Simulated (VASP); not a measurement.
Write the native input for VASP 6.6.1 that does the following.

- Task: single point
- Functional: PBE
- Potentials or basis: VASP PAW PBE potentials, release 64 (B, P)
- Cutoff: 520 eV
- k mesh: 6 × 6 × 6
- Occupations: fermi-dirac, width 0.08 eV
- Spin: no spin polarisation
- Dipole correction: no
- Further INCAR settings: ALGO = Normal; EDIFF = 1e-06; NBANDS = 11

The structure of BP lies in POSCAR:

```
BP
1.0
    0.0000000000      2.2690000000      2.2690000000
    2.2690000000      0.0000000000      2.2690000000
    2.2690000000      2.2690000000      0.0000000000
B P
1 1
Direct
    0.0000000000      0.0000000000      0.0000000000
    0.7500000000      0.7500000000      0.7500000000
```

One way to write it, as run:

INCAR

```
PREC = Accurate ; ENCUT = 520
EDIFF = 1E-6 ; ISMEAR = -1
SIGMA = 0.08 ; LREAL = F
LASPH = T ; NELM = 60
ALGO = Normal ; ISIF = 2
LWAVE = F ; LCHARG = T
GGA = PE ; LELF = T
LVHAR = T ; NBANDS = 11
```

KPOINTS

```
regular mesh
0
Gamma
  6 6 6
```

Potentials or basis: VASP PAW PBE potentials, release 64 (B, P).

The run is started by

```bash
$ cat potpaw_PBE.64/B/POTCAR potpaw_PBE.64/P/POTCAR > POTCAR
$ mpirun -np 1 vasp_std > vasp.out
```

Results of the run:

The pressure is 1.0 GPa and the band gap on the k mesh is 1.33 eV, indirect (least direct gap 3.40 eV).

Wall time 3.7 s on 1 thread of Intel Xeon 8259CL, with other jobs on the host, peak memory 0.13 GiB.
